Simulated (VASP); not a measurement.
Write the native input for VASP 6.6.1 that does the following.

| Quantity | Value |
| --- | --- |
| Task | single point |
| Functional | r2SCAN |
| Potentials or basis | VASP PAW PBE potentials, release 64 (In_d, O) |
| Cutoff | 520 eV |
| k mesh | 6 × 6 × 6 |
| Occupations | gaussian, width 0.05 eV |
| Spin | no spin polarisation |
| Dipole correction | no |
| Further INCAR settings | ALGO = Normal; EDIFF = 1e-06; NBANDS = 55 |

Crystal: In2O3.

```
In O
1.0
     2.82279    1.62974    4.97476
    -2.82279    1.62974    4.97476
     0.00000   -3.25947    4.97476
In O
4 6
Direct
  0.35707 0.35707 0.35707
  0.14293 0.14293 0.14293
  0.64293 0.64293 0.64293
  0.85707 0.85707 0.85707
  0.54657 0.95343 0.25000
  0.25000 0.54657 0.95343
  0.95343 0.25000 0.54657
  0.45343 0.04657 0.75000
  0.75000 0.45343 0.04657
  0.04657 0.75000 0.45343
```

This cell differs from its parent crystal: strain +0.025 along x and y, +0.025 along z.

These files were run (other wordings do the same):

POSCAR

```
In2O3
1.0
    2.8227850033      1.6297356815      4.9747553814
   -2.8227850033      1.6297356815      4.9747553814
    0.0000000000     -3.2594713630      4.9747553814
In O
4 6
Direct
    0.3570704061      0.3570704061      0.3570704061
    0.1429295939      0.1429295939      0.1429295939
    0.6429295939      0.6429295939      0.6429295939
    0.8570704061      0.8570704061      0.8570704061
    0.5465740402      0.9534259598      0.2500000000
    0.2500000000      0.5465740402      0.9534259598
    0.9534259598      0.2500000000      0.5465740402
    0.4534259598      0.0465740402      0.7500000000
    0.7500000000      0.4534259598      0.0465740402
    0.0465740402      0.7500000000      0.4534259598
```

INCAR.step1

```
PREC     = Accurate       # precision mode
ENCUT    = 520            # plane-wave cutoff, eV
ISMEAR   = 0              # smearing method
SIGMA    = 0.05           # smearing width, eV
LREAL    = False          # projectors in reciprocal space
LASPH    = True           # aspherical terms in the spheres
NELM     = 80             # most SCF steps
NBANDS   = 55             # bands
GGA      = PE             # functional
ALGO     = Normal         # electronic algorithm
EDIFF    = 1E-4           # SCF threshold, eV
LWAVE    = True           # write WAVECAR
LCHARG   = False          # write CHGCAR
```

INCAR.step2

```
PREC     = Accurate       # precision mode
ENCUT    = 520            # plane-wave cutoff, eV
EDIFF    = 1E-6           # SCF threshold, eV
ISMEAR   = 0              # smearing method
SIGMA    = 0.05           # smearing width, eV
LREAL    = False          # projectors in reciprocal space
LASPH    = True           # aspherical terms in the spheres
NELM     = 80             # most SCF steps
ALGO     = Normal         # electronic algorithm
ISIF     = 2              # what is computed and relaxed
LWAVE    = False          # write WAVECAR
LCHARG   = False          # write CHGCAR
METAGGA  = R2SCAN         # meta-GGA
LMIXTAU  = True         
NBANDS   = 55             # bands
ISTART   = 1
```

KPOINTS

```
Automatic mesh
0
Gamma
  6 6 6
```

Potentials or basis: VASP PAW PBE potentials, release 64 (In_d, O).

Launch:

```bash
$ cat potpaw_PBE.64/In_d/POTCAR potpaw_PBE.64/O/POTCAR > POTCAR
$ cp INCAR.step1 INCAR
$ mpirun -np 1 vasp_std > vasp.out
$ cp INCAR.step2 INCAR
$ mpirun -np 1 vasp_std > vasp.out
```

Results of the run:

```
Pressure               : -10.5 GPa
Largest force          : 0.115 eV/Å
Band gap on the k mesh : 1.29 eV, indirect (least direct gap 1.38 eV)
```

Caveat: the cell differs from its parent crystal (strain +0.025 along x and y, +0.025 along z); the PAW data sets were made with another functional, which shifts forces and pressure a little; spin-orbit coupling is left out, which moves the levels of the heavy elements.

Run time: 12 min on 1 thread of Intel(R) Xeon(R) 6975P-C (Granite Rapids), with other jobs on the host, peak memory 0.46 GiB.
